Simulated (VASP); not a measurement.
# BN (I-4m2) in VASP: a series of runs

Runs on BN. Level: PBE. Tasks: single point.

Everything below comes from runs of VASP 6.6.1. Logs are shortened: lines on timing, memory, paths and dates and some standing lists are left out, and cuts for length are marked.

## 1. The cell of the first run

Symmetry: I-4m2, No. 119, tetragonal system. Conventional cell: a = 2.552 Å, b = 2.552 Å, c = 3.501 Å, α = 90.00°, β = 90.00°, γ = 90.00°. Within 2.1 Å of B (site symmetry -4m2) lie 4 N at 1.55 Å. Within 2.1 Å of N (site symmetry -4m2) lie 4 B at 1.55 Å.

## 2. Single point, PBE (uniaxial z strain -3.0%)

Input file INCAR:

```
SYSTEM = BN
ALGO = Normal ; EDIFF = 1E-6
ENCUT = 520 ; GGA = PE
ISIF = 2 ; ISMEAR = 0
LASPH = .TRUE. ; LCHARG = .FALSE.
LREAL = .FALSE. ; LWAVE = .FALSE.
NBANDS = 11 ; NELM = 100
PREC = Accurate ; SIGMA = 0.01
```

Input file KPOINTS:

```
k-points
0
G
  6 6 6
  0 0 0
```

Input file POSCAR:

```
BN
1.0
    0.0000000000      1.8048254650      1.7506807011
    1.8048254650      0.0000000000      1.7506807011
    1.8048254650      1.8048254650      0.0000000000
B N
1 1
Direct
    0.0000000000      0.0000000000      0.0000000000
    0.2500000000      0.2500000000      0.2500000000
```

Potentials or basis: VASP PAW PBE potentials, release 64 (B, N).

On the command line:

```console
$ cat potpaw_PBE.64/B/POTCAR potpaw_PBE.64/N/POTCAR > POTCAR
$ mpirun -np 1 vasp_std > vasp.out
```

OUTCAR:

```text
SYSTEM = BN
   EDIFF = 1E-6
   ENCUT = 520
   GGA = PE
   ISIF = 2
   ISMEAR = 0
   LASPH = .TRUE.
   LREAL = .FALSE.
   NELM = 100
   PREC = Accurate

 ion  position               nearest neighbor table
   1  0.000  0.000  0.000-   2 1.55   2 1.55   2 1.55   2 1.55
   2  0.250  0.250  0.250-   1 1.55   1 1.55   1 1.55   1 1.55

  LATTYP: Found a body centered tetragonal cell.
 ALAT       =     2.5524086503
 C/A-ratio  =     1.3717871555

  Lattice vectors:

 A1 = (   0.0000000000,  -1.8048254650,  -1.7506807011)
 A2 = (   0.0000000000,   1.8048254650,  -1.7506807011)
 A3 = (   1.8048254650,   0.0000000000,   1.7506807011)

Analysis of symmetry for initial positions (statically):
=====================================================================
 Subroutine PRICEL returns:
 Original cell was already a primitive cell.

 Routine SETGRP: Setting up the symmetry group for a
 body centered tetragonal supercell.

 Subroutine GETGRP returns: Found  8 space group operations
 (whereof  8 operations were pure point group operations)
 out of a pool of 16 trial point group operations.

The static configuration has the point symmetry D_2d.

Analysis of symmetry for dynamics (positions and initial velocities):
=====================================================================
 Subroutine PRICEL returns:
 Original cell was already a primitive cell.

 Routine SETGRP: Setting up the symmetry group for a
 body centered tetragonal supercell.

 Subroutine GETGRP returns: Found  8 space group operations
 (whereof  8 operations were pure point group operations)
 out of a pool of 16 trial point group operations.

The dynamic configuration has the point symmetry D_2d.

 Subroutine INISYM returns: Found  8 space group operations
 (whereof  8 operations are pure point group operations),
 and found     1 'primitive' translations

----------------------------------------------------------------------------------------

                                     Primitive cell

  volume of cell :      11.4053

  direct lattice vectors                    reciprocal lattice vectors
     0.000000000  1.804825465  1.750680701    -0.277035098  0.277035098  0.285603194
     1.804825465  0.000000000  1.750680701     0.277035098 -0.277035098  0.285603194
     1.804825465  1.804825465  0.000000000     0.277035098  0.277035098 -0.285603194

  length of vectors
     2.514414022  2.514414022  2.552408650     0.484836133  0.484836133  0.484836133

  position of ions in fractional coordinates (direct lattice)
     0.000000000  0.000000000  0.000000000
     0.250000000  0.250000000  0.250000000

  ion indices of the primitive-cell ions
   primitive index   ion index
                 1           1
                 2           2

----------------------------------------------------------------------------------------

 KPOINTS: k-points

Automatic generation of k-mesh.
 Grid dimensions read from file:
 generate k-points for:    6    6    6

 Generating k-lattice:

  Cartesian coordinates                     Fractional coordinates (reciprocal lattice)
    -0.046172516  0.046172516  0.047600532     0.166666667 -0.000000000  0.000000000
     0.046172516 -0.046172516  0.047600532    -0.000000000  0.166666667  0.000000000
     0.046172516  0.046172516 -0.047600532     0.000000000  0.000000000  0.166666667

  Length of vectors
     0.080806022  0.080806022  0.080806022

  Shift w.r.t. Gamma in fractional coordinates (k-lattice)
     0.000000000  0.000000000  0.000000000

 Subroutine IBZKPT returns following result:
 ===========================================

 Found     30 irreducible k-points:

 Following reciprocal coordinates:
            Coordinates               Weight
  0.000000  0.000000  0.000000      1.000000
  0.166667  0.000000  0.000000      8.000000
  0.333333 -0.000000  0.000000      8.000000
  0.500000  0.000000  0.000000      4.000000
  0.166667  0.166667  0.000000      2.000000
  0.333333  0.166667  0.000000      8.000000
[... 16 lines left out ...]
  0.333333  0.000000  0.333333      4.000000
  0.500000  0.000000  0.333333     16.000000
 [... further k-points ...]
   k-points           NKPTS =     30   k-points in BZ     NKDIM =     30   number of bands    NBANDS=     11
   number of dos      NEDOS =    301   number of ions     NIONS =      2
   total plane-waves  NPLWV =   8000
   dimension x,y,z NGX =    20 NGY =   20 NGZ =   20
   dimension x,y,z NGXF=    40 NGYF=   40 NGZF=   40
   ions per type =               1   1
   NGX,Y,Z   is equivalent  to a cutoff of  13.22, 13.22, 13.03 a.u.
   NGXF,Y,Z  is equivalent  to a cutoff of  26.45, 26.45, 26.05 a.u.
 SYSTEM =  BN
   PREC   = accura    normal or accurate (medium, high low for compatibility)
   ISTART =      0    job   : 0-new  1-cont  2-samecut
   ICHARG =      2    charge: 1-file 2-atom 10-const
   ISPIN  =      1    spin polarized calculation?
   LNONCOLLINEAR =      F non collinear calculations
   LSORBIT =      F    spin-orbit coupling
   LASPH  =      T    aspherical Exc in radial PAW
   ENCUT  =  520.0 eV  38.22 Ry    6.18 a.u.   4.68  4.68  4.75*2*pi/ulx,y,z
   NELM   =    100;   NELMIN=  2; NELMDL= -5     # of ELM steps
   EDIFF  = 0.1E-05   stopping-criterion for ELM
   LREAL  =      F    real-space projection
   EDIFFG = 0.1E-04   stopping-criterion for IOM
   NSW    =      0    number of steps for IOM
   IBRION =     -1    ionic relax: 0-MD 1-quasi-New 2-CG
   NFREE  =      0    steps in history (QN), initial steepest desc. (CG)
   ISIF   =      2    stress and relaxation
   ISYM   =      2    0-nonsym 1-usesym 2-fastsym
   POTIM  = 0.5000    time-step for ionic-motion
   TEBEG  =    0.0;   TEEND  =   0.0 temperature during run
   PSTRESS=    0.0 pullay stress
   NELECT =       8.0000    total number of electrons
   NUPDOWN=      -1.0000    fix difference up-down
   EMIN   =  10.00;   EMAX   =-10.00  energy-range for DOS
   EFERMI =   0.00;   METHOD = LEGACY
   ISMEAR =     0;   SIGMA  =   0.01  broadening in eV -4-tet -1-fermi 0-gaus
   EFERMI_NEDOS =   21; number of points for ismear=-14 and -15
   IALGO  =     38    algorithm
   IMIX   =      4    mixing-type and parameters
     AMIX     =   0.40;   BMIX     =  1.00
     AMIX_MAG =   1.60;   BMIX_MAG =  1.00
  volume/ion in A,a.u.               =       5.70        38.48
  Fermi-wavevector in a.u.,A,eV,Ry     =   1.454574  2.748746 28.786995  2.115784
  Thomas-Fermi vector in A             =   2.571709
   LORBIT       =      0    0 simple, 1 ext, 2 COOP (PROOUT), +10 PAW based schemes
   GGA     = PE    functional components
   LHFCALC =     F    Hartree Fock is set to
   AEXX    =    0.0000 exact exchange contribution
   IVDW    =     0    specifies the selected vdW correction
   LEPSILON=     F    determine dielectric tensor
   LRPA    =     F    only Hartree local field effects (RPA)
 non-spin polarized calculation
 Gauss-broadening in eV      SIGMA  =   0.01
  energy-cutoff  :      520.00
  volume of cell :       11.41
 maximum number of plane-waves:       323
   NGX =  9   NGY =  9   NGZ =  9

 number of electron       7.9999998 magnetization

 Free energy of the ion-electron system (eV)
  ---------------------------------------------------
  ext. energy  EPLUGINS =         0.00000000
  ---------------------------------------------------
  free energy    TOTEN  =       -17.40547657 eV

  energy without entropy =      -17.40547657  energy(sigma->0) =      -17.40547657

 E-fermi :   8.1581     XC(G=0): -12.9956

 val. band max:        8.0385443387   @ k =   0.0000   0.0000   0.0000
 cond. band min:      11.9819692862   @ k =   0.5000   0.5000   0.0000
 fundamental gap:      3.9434249475
 Fermi energy:         8.1580819572

 k-point     1 :       0.0000    0.0000    0.0000
  band No.  band energies     occupation
      1     -12.7906      2.00000
      2       7.7460      2.00000
      3       7.7460      2.00000
      4       8.0385      2.00000
      5      16.6907      0.00000
      6      16.9092      0.00000
      7      16.9092      0.00000
      8      18.7607      0.00000
      9      33.2624      0.00000
     10      35.2439      0.00000
     11      36.1254      0.00000

 k-point     2 :       0.1667    0.0000    0.0000
  band No.  band energies     occupation
      1     -12.1008      2.00000
      2       4.7570      2.00000
      3       7.0604      2.00000
      4       7.3430      2.00000
      5      17.3288      0.00000
      6      17.8153      0.00000
      7      17.8887      0.00000
      8      20.5877      0.00000
      9      31.7556      0.00000
     10      32.0424      0.00000
     11      32.8111      0.00000

 k-point     3 :       0.3333   -0.0000    0.0000
  band No.  band energies     occupation
      1     -10.1736      2.00000
      2      -0.2318      2.00000
      3       6.0217      2.00000
      4       6.4344      2.00000
      5      17.9294      0.00000
      6      18.5947      0.00000
      7      19.0340      0.00000
      8      22.8056      0.00000
      9      31.4473      0.00000
     10      32.5696      0.00000
     11      32.8150      0.00000

 k-point     4 :       0.5000    0.0000    0.0000
  band No.  band energies     occupation
      1      -8.4012      2.00000
      2      -3.1709      2.00000
      3       5.6021      2.00000
      4       6.0719      2.00000
      5      18.0846      0.00000
      6      18.5600      0.00000
      7      19.2799      0.00000
      8      23.4674      0.00000
      9      31.7724      0.00000
     10      35.2200      0.00000
     11      35.3766      0.00000
[... 239 lines left out ...]
 k-point    22 :      -0.3333    0.5000    0.1667
  band No.  band energies     occupation
      1      -6.5952      2.00000
      2      -0.2810      2.00000
      3       1.2160      2.00000
      4       1.3494      2.00000
      5      15.3271      0.00000
      6      19.5964      0.00000
      7      23.3531      0.00000
      8      25.2094      0.00000
      9      28.2853      0.00000
     10      34.5251      0.00000
     11      38.5095      0.00000

 k-point    23 :       0.3333    0.0000    0.3333
  band No.  band energies     occupation
      1      -9.4002      2.00000
      2       1.5330      2.00000
      3       3.7531      2.00000
      4       3.8351      2.00000
      5      13.7697      0.00000
      6      18.5452      0.00000
      7      23.3605      0.00000
      8      24.2329      0.00000
      9      27.3817      0.00000
     10      35.8488      0.00000
     11      41.4286      0.00000

 k-point    24 :       0.5000    0.0000    0.3333
  band No.  band energies     occupation
      1      -7.6563      2.00000
      2      -0.5500      2.00000
      3       1.7261      2.00000
      4       3.5133      2.00000
      5      14.3588      0.00000
      6      19.4742      0.00000
      7      24.1515      0.00000
      8      24.9509      0.00000
      9      28.2075      0.00000
     10      35.0652      0.00000
     11      38.7237      0.00000

 [... further k-points ...]
[... 5 lines left out ...]
  --------------------------------------------------------------------------------------
  -------------------------------------------------------------------------------------
  Total        0.8186721      0.8186721      2.1339669      0.0000000     -0.0000000      0.0000000
  in kB      115.0040734    115.0040734    299.7718870      0.0000000     -0.0000000      0.0000000
  external PRESSURE =     176.5933446 kB  Pullay stress =       0.0000000 kB

 VOLUME and BASIS-vectors are now :
 -----------------------------------------------------------------------------
  energy-cutoff  :      520.00
  volume of cell :       11.41
      direct lattice vectors                 reciprocal lattice vectors
     0.000000000  1.804825465  1.750680701    -0.277035098  0.277035098  0.285603194
     1.804825465  0.000000000  1.750680701     0.277035098 -0.277035098  0.285603194
     1.804825465  1.804825465  0.000000000     0.277035098  0.277035098 -0.285603194

 POSITION                                       TOTAL-FORCE (eV/Angst)
 -----------------------------------------------------------------------------------
      0.00000      0.00000      0.00000        -0.000000     -0.000000     -0.000000
      0.90241      0.90241      0.87534         0.000000      0.000000      0.000000
 -----------------------------------------------------------------------------------
    total drift:                                0.000001      0.000001     -0.000002

  FREE ENERGIE OF THE ION-ELECTRON SYSTEM (eV)
  ---------------------------------------------------
  free  energy   TOTEN  =       -17.4054765663 eV

  energy  without entropy=      -17.4054765663  energy(sigma->0) =      -17.40547657
```

It took 5.5 s on 1 thread of AMD EPYC 7R13, shared host; peak memory 0.09 GiB.

What came out:

```yaml
Free_energy: -17.4055 eV
Pressure: 17.7 GPa
Band_gap_on_the_k_mesh: 3.94 eV, indirect (least direct gap 8.65 eV)
```

Levels at points of the mesh, in eV from the valence-band top:
```tsv
k point	band 1	band 2	band 3	band 4	band 5	band 6	band 7	band 8	band 9
(0.00, 0.00, 0.00)	-20.83	-0.29	-0.29	0.00	8.65	8.87	8.87	10.72	25.22
(0.50, 0.00, 0.00)	-16.44	-11.21	-2.44	-1.97	10.05	10.52	11.24	15.43	23.73
(0.50, 0.50, 0.00)	-14.78	-9.04	-5.55	-5.55	3.94	8.74	18.31	18.31	21.62
(0.50, 0.00, 0.50)	-15.15	-9.49	-5.13	-5.12	4.49	9.48	17.96	18.44	20.96
```

Caveat: the k points lie up to 0.51 Å⁻¹ apart; the cell differs from its parent crystal (uniaxial z strain -3.0%). A k mesh can miss the band edges.

[end of part 1 of 4]
